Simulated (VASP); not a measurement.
Ir:

```xyz
1
Lattice="0.0000 1.9156 1.9156 1.9156 0.0000 1.9156 1.9156 1.9156 0.0000" Properties=species:S:1:pos:R:3 pbc="T T T"
Ir    0.0000    0.0000    0.0000
```

| Quantity | Value |
| --- | --- |
| Program | VASP 6.6.1 |
| Task | relaxation of cell and atoms |
| Functional | BLYP |
| Dispersion | D4 |
| Potentials or basis | VASP PAW PBE potentials, release 64 (Ir_sv_GW) |
| Cutoff | 500 eV |
| k mesh | 12 × 12 × 12 |
| Occupations | fermi-dirac, width 0.05 eV |
| Spin | no spin polarisation |

At the start: pressure 7.4 GPa; volume 14.06 Å³/atom.

How do energy, volume and symmetry change on relaxing?

Over 4 steps the energy falls by 6.2 meV/atom and the volume is 14.33 Å³/atom (+1.9 %); space group Fm-3m (No. 225, to 0.05 Å).

The path:
```tsv
step	energy change (eV)	largest force (eV/Å)	pressure (GPa)	volume (Å³)
1	0.0000	0.0000	7.37	14.06
2	0.0743	0.0000	-21.98	15.42
3	-0.0062	0.0000	-0.25	14.34
4	-0.0062	0.0000	0.00	14.33
```

Final structure:
```
Ir
1.0
     0.00000    1.92789    1.92789
     1.92789    0.00000    1.92789
     1.92789    1.92789    0.00000
Ir
1
Direct
  0.00000 0.00000 0.00000
```

Caveat: the PAW data sets were made with another functional, which shifts forces and pressure a little; pairwise dispersion overbinds metals, which lowers pressure and volume.
